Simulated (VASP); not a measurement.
Wanted: the native input for a VASP 6.6.1 run.

```yaml
Task: single point
Functional: PBEsol
Potentials_or_basis: VASP PAW PBE potentials, release 64 (Pb_d)
Cutoff: 520 eV
k_mesh: 6 × 6 × 6
Occupations: fermi-dirac, width 0.05 eV
Spin: no spin polarisation
Dipole_correction: no
Further_INCAR_settings: ALGO = Normal; EDIFF = 1e-06; NBANDS = 21
```

The structure of Pb lies in POSCAR:

```
Pb
1.0
    0.0000000000      3.4390000555      3.5765600577
    3.4390000555      0.0000000000      3.5765600577
    3.4390000555      3.4390000555      0.0000000000
Pb
2
Direct
    0.2500000000      0.2500000000      0.2500000000
    0.0000000000      0.0000000000      0.0000000000
```

These files were run (other wordings do the same):

INCAR

```
PREC = Accurate
ENCUT = 520
EDIFF = 1E-6
ISMEAR = -1
SIGMA = 0.05
LREAL = False
LASPH = True
NELM = 80
ALGO = Normal
ISIF = 2
LWAVE = False
LCHARG = False
GGA = PS
NBANDS = 21
```

KPOINTS

```
Automatic mesh
0
Gamma
  6 6 6
```

Potentials or basis: VASP PAW PBE potentials, release 64 (Pb_d).

Command:

```bash
$ cat potpaw_PBE.64/Pb_d/POTCAR > POTCAR
$ mpirun -np 1 vasp_std > vasp.out
```

It gave:

| Quantity | Value |
| --- | --- |
| Pressure | -0.7 GPa |
| Band gap on the k mesh | zero (bands 14 and 15 overlap by 1.05 eV) |

Caveat: the PAW data sets were made with another functional, which shifts forces and pressure a little; spin-orbit coupling is left out, which moves the levels of the heavy elements.

Run time: 58 s on 1 thread of Intel Xeon 8259CL, on a shared host, peak memory 0.24 GiB.
